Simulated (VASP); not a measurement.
# Rh (P6_3/mmc) in VASP: notebook

Rh is run at these levels: PBE; tasks: single point.

Everything below comes from runs of VASP 6.6.1. Logs are shortened: lines on timing, memory, paths and dates and some standing lists are left out, and cuts for length are marked.

### Step 1. The cell of the first run

Symmetry: P6_3/mmc, No. 194, hexagonal system. The conventional cell has a = 2.698 Å, b = 2.698 Å, c = 4.104 Å, α = 90.00°, β = 90.00°, γ = 120.00°. Within 3.4 Å of Rh (site symmetry -6m2) lie 12 Rh at 2.58 to 2.70 Å.

This isn't the form of Rh at room conditions, which is fcc.

### Step 2. Single point, PBE

Input file INCAR:

```
PREC = Accurate
ENCUT = 520
EDIFF = 1E-6
ISMEAR = 0
SIGMA = 0.15
LREAL = False
LASPH = True
NELM = 80
ALGO = Normal
ISIF = 2
LWAVE = False
LCHARG = False
GGA = PE
NBANDS = 22
```

Input file KPOINTS:

```
regular mesh
0
Gamma
  18 18 10
```

Input file POSCAR:

```
Rh
1.0
    2.6976000000      0.0000000000      0.0000000000
   -1.3488000000      2.3361901292      0.0000000000
    0.0000000000      0.0000000000      4.1045000000
Rh
2
Direct
    0.6666666667      0.3333333333      0.7500000000
    0.3333333333      0.6666666667      0.2500000000
```

Potentials or basis: VASP PAW PBE potentials, release 64 (Rh_pv).

Command:

```
> cat potpaw_PBE.64/Rh_pv/POTCAR > POTCAR
> mpirun -np 1 vasp_std > vasp.out
```

OUTCAR:

```text
PREC = Accurate
   ENCUT = 520
   EDIFF = 1E-6
   ISMEAR = 0
   LREAL = False
   LASPH = True
   NELM = 80
   ISIF = 2
   GGA = PE

 ion  position               nearest neighbor table
   1  0.667  0.333  0.750-   2 2.58   2 2.58   2 2.58   2 2.58   2 2.58   2 2.58
   2  0.333  0.667  0.250-   1 2.58   1 2.58   1 2.58   1 2.58   1 2.58   1 2.58

  LATTYP: Found a hexagonal cell.
 ALAT       =     2.6976000000
 C/A-ratio  =     1.5215376631

  Lattice vectors:

 A1 = (   2.6976000000,   0.0000000000,   0.0000000000)
 A2 = (  -1.3488000000,   2.3361901292,   0.0000000000)
 A3 = (   0.0000000000,   0.0000000000,   4.1045000000)

Analysis of symmetry for initial positions (statically):
=====================================================================
 Subroutine PRICEL returns:
 Original cell was already a primitive cell.

 Routine SETGRP: Setting up the symmetry group for a
 hexagonal supercell.

 Subroutine GETGRP returns: Found 24 space group operations
 (whereof 12 operations were pure point group operations)
 out of a pool of 24 trial point group operations.

The static configuration has the point symmetry D_3d.
 The point group associated with its full space group is D_6h.

Analysis of symmetry for dynamics (positions and initial velocities):
=====================================================================
 Subroutine PRICEL returns:
 Original cell was already a primitive cell.

 Routine SETGRP: Setting up the symmetry group for a
 hexagonal supercell.

 Subroutine GETGRP returns: Found 24 space group operations
 (whereof 12 operations were pure point group operations)
 out of a pool of 24 trial point group operations.

The dynamic configuration has the point symmetry D_3d.
 The point group associated with its full space group is D_6h.

 Subroutine INISYM returns: Found 24 space group operations
 (whereof 12 operations are pure point group operations),
 and found     1 'primitive' translations

----------------------------------------------------------------------------------------

                                     Primitive cell

  volume of cell :      25.8670

  direct lattice vectors                    reciprocal lattice vectors
     2.697600000  0.000000000  0.000000000     0.370699881  0.214023676  0.000000000
    -1.348800000  2.336190129  0.000000000     0.000000000  0.428047353  0.000000000
     0.000000000  0.000000000  4.104500000     0.000000000  0.000000000  0.243635035

  length of vectors
     2.697600000  2.697600000  4.104500000     0.428047353  0.428047353  0.243635035

  position of ions in fractional coordinates (direct lattice)
     0.666666667  0.333333333  0.750000000
     0.333333333  0.666666667  0.250000000

  ion indices of the primitive-cell ions
   primitive index   ion index
                 1           1
                 2           2

----------------------------------------------------------------------------------------

 KPOINTS: regular mesh

Automatic generation of k-mesh.
 Grid dimensions read from file:
 generate k-points for:   18   18   10

 Generating k-lattice:

  Cartesian coordinates                     Fractional coordinates (reciprocal lattice)
     0.020594438  0.011890204  0.000000000     0.055555556  0.000000000  0.000000000
     0.000000000  0.023780408  0.000000000     0.000000000  0.055555556  0.000000000
     0.000000000  0.000000000  0.024363503     0.000000000  0.000000000  0.100000000

  Length of vectors
     0.023780408  0.023780408  0.024363503

  Shift w.r.t. Gamma in fractional coordinates (k-lattice)
     0.000000000  0.000000000  0.000000000

 Subroutine IBZKPT returns following result:
 ===========================================

 Found    222 irreducible k-points:

 Following reciprocal coordinates:
            Coordinates               Weight
  0.000000  0.000000  0.000000      1.000000
  0.055556  0.000000  0.000000      6.000000
  0.111111  0.000000  0.000000      6.000000
  0.166667  0.000000  0.000000      6.000000
  0.222222  0.000000  0.000000      6.000000
  0.277778  0.000000  0.000000      6.000000
[... 16 lines left out ...]
  0.333333  0.111111  0.000000     12.000000
  0.388889  0.111111  0.000000     12.000000
 [... further k-points ...]
   k-points           NKPTS =    222   k-points in BZ     NKDIM =    222   number of bands    NBANDS=     22
   number of dos      NEDOS =    301   number of ions     NIONS =      2
   total plane-waves  NPLWV =  12800
   dimension x,y,z NGX =    20 NGY =   20 NGZ =   32
   dimension x,y,z NGXF=    40 NGYF=   40 NGZF=   64
   ions per type =               2
   NGX,Y,Z   is equivalent  to a cutoff of  12.33, 12.33, 12.96 a.u.
   NGXF,Y,Z  is equivalent  to a cutoff of  24.65, 24.65, 25.92 a.u.
 SYSTEM =  unknown system
   PREC   = accura    normal or accurate (medium, high low for compatibility)
   ISTART =      0    job   : 0-new  1-cont  2-samecut
   ICHARG =      2    charge: 1-file 2-atom 10-const
   ISPIN  =      1    spin polarized calculation?
   LNONCOLLINEAR =      F non collinear calculations
   LSORBIT =      F    spin-orbit coupling
   LASPH  =      T    aspherical Exc in radial PAW
   ENCUT  =  520.0 eV  38.22 Ry    6.18 a.u.   5.02  5.02  7.63*2*pi/ulx,y,z
   NELM   =     80;   NELMIN=  2; NELMDL= -5     # of ELM steps
   EDIFF  = 0.1E-05   stopping-criterion for ELM
   LREAL  =      F    real-space projection
   EDIFFG = 0.1E-04   stopping-criterion for IOM
   NSW    =      0    number of steps for IOM
   IBRION =     -1    ionic relax: 0-MD 1-quasi-New 2-CG
   NFREE  =      0    steps in history (QN), initial steepest desc. (CG)
   ISIF   =      2    stress and relaxation
   ISYM   =      2    0-nonsym 1-usesym 2-fastsym
   POTIM  = 0.5000    time-step for ionic-motion
   TEBEG  =    0.0;   TEEND  =   0.0 temperature during run
   PSTRESS=    0.0 pullay stress
   NELECT =      30.0000    total number of electrons
   NUPDOWN=      -1.0000    fix difference up-down
   EMIN   =  10.00;   EMAX   =-10.00  energy-range for DOS
   EFERMI =   0.00;   METHOD = LEGACY
   ISMEAR =     0;   SIGMA  =   0.15  broadening in eV -4-tet -1-fermi 0-gaus
   EFERMI_NEDOS =   21; number of points for ismear=-14 and -15
   IALGO  =     38    algorithm
   IMIX   =      4    mixing-type and parameters
     AMIX     =   0.40;   BMIX     =  1.00
     AMIX_MAG =   1.60;   BMIX_MAG =  1.00
  volume/ion in A,a.u.               =      12.93        87.28
  Fermi-wavevector in a.u.,A,eV,Ry     =   1.720019  3.250365 40.252366  2.958465
  Thomas-Fermi vector in A             =   2.796537
   LORBIT       =      0    0 simple, 1 ext, 2 COOP (PROOUT), +10 PAW based schemes
   GGA     = PE    functional components
   LHFCALC =     F    Hartree Fock is set to
   AEXX    =    0.0000 exact exchange contribution
   IVDW    =     0    specifies the selected vdW correction
   LEPSILON=     F    determine dielectric tensor
   LRPA    =     F    only Hartree local field effects (RPA)
 non-spin polarized calculation
 Gauss-broadening in eV      SIGMA  =   0.15
  energy-cutoff  :      520.00
  volume of cell :       25.87
 maximum number of plane-waves:       713
 NGX is ok and might be reduce to    20
   NGX =  9   NGY =  9   NGZ = 15

 number of electron      30.0000010 magnetization

 Free energy of the ion-electron system (eV)
  ---------------------------------------------------
  ext. energy  EPLUGINS =         0.00000000
  ---------------------------------------------------
  free energy    TOTEN  =       -14.20488651 eV

  energy without entropy =      -14.16889451  energy(sigma->0) =      -14.18689051

 E-fermi :  13.1983     XC(G=0): -14.4233

 val. band max:       13.1909434831   @ k =   0.4444   0.0000   0.0000
 cond. band min:      13.2034650050   @ k =   0.3333   0.2778   0.4000
 fundamental gap:      0.0125215218
 Fermi energy:        13.1983220185

 k-point     1 :       0.0000    0.0000    0.0000
  band No.  band energies     occupation
      1     -34.4446      2.00000
      2     -33.5780      2.00000
      3     -33.5780      2.00000
      4     -33.3978      2.00000
      5     -33.3978      2.00000
      6     -33.3901      2.00000
[... 14 lines left out ...]
     21      32.2127      0.00000
     22      32.2506      0.00000

 k-point     2 :       0.0556    0.0000    0.0000
  band No.  band energies     occupation
      1     -34.4355      2.00000
      2     -33.5944      2.00000
      3     -33.5841      2.00000
      4     -33.4154      2.00000
      5     -33.3997      2.00000
      6     -33.3953      2.00000
[... 14 lines left out ...]
     21      32.3172      0.00000
     22      32.3498      0.00000

 k-point     3 :       0.1111    0.0000    0.0000
  band No.  band energies     occupation
      1     -34.4086      2.00000
      2     -33.6417      2.00000
      3     -33.6016      2.00000
      4     -33.4655      2.00000
      5     -33.4107      2.00000
      6     -33.4053      2.00000
[... 14 lines left out ...]
     21      32.3383      0.00000
     22      32.5805      0.00000

 k-point     4 :       0.1667    0.0000    0.0000
  band No.  band energies     occupation
      1     -34.3656      2.00000
      2     -33.7143      2.00000
      3     -33.6276      2.00000
      4     -33.5411      2.00000
      5     -33.4361      2.00000
      6     -33.4145      2.00000
[... 14 lines left out ...]
     21      31.9168      0.00000
     22      32.2950      0.00000

 k-point     5 :       0.2222    0.0000    0.0000
  band No.  band energies     occupation
      1     -34.3090      2.00000
      2     -33.8039      2.00000
      3     -33.6586      2.00000
      4     -33.6318      2.00000
      5     -33.4711      2.00000
      6     -33.4266      2.00000
[... 417 lines left out ...]
 k-point    22 :       0.2778    0.1111    0.0000
  band No.  band energies     occupation
      1     -34.1498      2.00000
      2     -33.9791      2.00000
      3     -33.8540      2.00000
      4     -33.7112      2.00000
      5     -33.5798      2.00000
      6     -33.4917      2.00000
[... 14 lines left out ...]
     21      26.4654      0.00000
     22      29.5277      0.00000

 k-point    23 :       0.3333    0.1111    0.0000
  band No.  band energies     occupation
      1     -34.0805      2.00000
      2     -34.0495      2.00000
      3     -33.8923      2.00000
      4     -33.7556      2.00000
      5     -33.6324      2.00000
      6     -33.5062      2.00000
[... 14 lines left out ...]
     21      25.4947      0.00000
     22      28.8955      0.00000

 k-point    24 :       0.3889    0.1111    0.0000
  band No.  band energies     occupation
      1     -34.0955      2.00000
      2     -34.0240      2.00000
      3     -33.9168      2.00000
      4     -33.7845      2.00000
      5     -33.6779      2.00000
      6     -33.5156      2.00000
[... 14 lines left out ...]
     21      25.1875      0.00000
     22      28.4041      0.00000

 [... further k-points ...]

------------------------ aborting loop because EDIFF is reached ----------------------------------------

  FORCE on cell =-STRESS in cart. coord.  units (eV):
  Direction    XX          YY          ZZ          XY          YZ          ZX
  --------------------------------------------------------------------------------------
  -------------------------------------------------------------------------------------
  Total        3.5391557      3.5391557      7.0327776      0.0000000     -0.0000000      0.0000000
  in kB      219.2119662    219.2119662    435.6036107      0.0000000     -0.0000000      0.0000000
  external PRESSURE =     291.3425144 kB  Pullay stress =       0.0000000 kB

 VOLUME and BASIS-vectors are now :
 -----------------------------------------------------------------------------
  energy-cutoff  :      520.00
  volume of cell :       25.87
      direct lattice vectors                 reciprocal lattice vectors
     2.697600000  0.000000000  0.000000000     0.370699881  0.214023676  0.000000000
    -1.348800000  2.336190129  0.000000000     0.000000000  0.428047353  0.000000000
     0.000000000  0.000000000  4.104500000     0.000000000  0.000000000  0.243635035

 POSITION                                       TOTAL-FORCE (eV/Angst)
 -----------------------------------------------------------------------------------
      1.34880      0.77873      3.07837        -0.000000      0.000000      0.000000
     -0.00000      1.55746      1.02612         0.000000     -0.000000      0.000000
 -----------------------------------------------------------------------------------
    total drift:                               -0.000000      0.000000     -0.000000

  FREE ENERGIE OF THE ION-ELECTRON SYSTEM (eV)
  ---------------------------------------------------
  free  energy   TOTEN  =       -14.2048865096 eV

  energy  without entropy=      -14.1688945104  energy(sigma->0) =      -14.18689051
```

Run time: 32 s. Hardware: 1 thread of Intel Xeon 6975P-C (Granite Rapids), shared host; peak memory 0.21 GiB.

What came out:

| Quantity | Value |
| --- | --- |
| Free energy | -14.2049 eV |
| Pressure | 29.1 GPa |
| Band gap on the k mesh | zero (bands 15 and 16 overlap by 2.44 eV) |

Stress tensor (GPa, compression positive):
```
21.92  0.00  0.00
 0.00 21.92  0.00
 0.00  0.00 43.56
```

Caveat: the cell stands under pressure.

(Part 1 of 2 ends here.)
